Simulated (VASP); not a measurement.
SiB4N:

```
CELL_PARAMETERS angstrom
2.98208 0.00000 0.00000
0.00000 2.98208 0.00000
0.00000 0.00000 5.13011
ATOMIC_POSITIONS crystal
Si 0.50000 0.50000 0.50000
B 0.50000 0.50000 0.78163
B 0.50000 0.50000 0.21837
B 0.50000 0.00000 0.50000
B 0.00000 0.50000 0.50000
N 0.00000 0.00000 0.00000
```

| Property | Result |
| --- | --- |
| Program | VASP 6.6.1 |
| Task | relaxation of cell and atoms |
| Functional | PBE |
| Potentials or basis | VASP PAW PBE potentials, release 64 (Si, B, N) |
| Cutoff | 600 eV |
| k mesh | 6 × 6 × 4 |
| Occupations | gaussian, width 0.1 eV |
| Spin | no spin polarisation |

At the start: pressure 176.0 GPa; volume 7.60 Å³/atom.

Problem. How do energy, volume and symmetry change on relaxing?

Solution. Over 26 steps the energy falls by 3428.7 meV/atom and the volume is 13.56 Å³/atom (+78.3 %); space group P4/mmm (No. 123, to 0.05 Å).

Step by step:
```
step  energy change (eV)  largest force (eV/Å)  pressure (GPa)  volume (Å³)
   1              0.0000               23.4561          176.00        45.62
   2           3742.9036           120954.7811         1667.57       125.90
   3            341.6545              550.2349           25.98       810.45
   4            262.2249              397.6278           22.18       780.85
   5            145.1389              212.3647           14.74       713.36
   6              2.3318                2.8727           -9.06       339.19
   7              0.4225                1.5784          -10.14       316.38
   8             -7.9385                0.3896          -13.60       206.75
   9            -11.5820                0.1834          -15.35       163.00
  10            -13.5199                0.4833          -16.11       143.65
  11            -14.5748                1.0118          -16.40       134.58
  12            -15.1308                1.2983          -16.44       130.19
  13            -18.9191                2.7317           -7.70        92.24
  14            -19.5399                2.9705            2.31        79.57
  15            -19.5602                2.9527            6.01        76.65
  16            -17.8724               18.4312           29.92        69.48
  17            -19.8056                2.6568            7.38        75.39
  18            -20.0153                1.6700            8.76        74.47
  19            -20.1071                1.6059           13.20        72.74
  20            -20.1316                0.1494           11.31        73.36
  21            -20.5569                0.3182           -1.16        82.45
  22            -20.5570                0.3149           -0.97        82.27
  23            -20.5700                0.3125           -0.44        81.62
  24            -20.5700                0.2708           -0.48        81.66
  25            -20.5679                0.3829            0.72        80.93
  26            -20.5723                0.0088            0.00        81.35
```

Final structure:
```
CELL_PARAMETERS angstrom
3.84701 0.00000 0.00000
0.00000 3.84701 0.00000
0.00000 0.00000 5.49698
ATOMIC_POSITIONS crystal
Si 0.50000 0.50000 0.50000
B 0.50000 0.50000 0.14240
B 0.50000 0.50000 0.85760
B 0.50000 0.00000 0.50000
B 0.00000 0.50000 0.50000
N 0.00000 0.00000 0.00000
```

Caveat: the volume moved by over 15 % at a fixed basis, so the end points are rough.
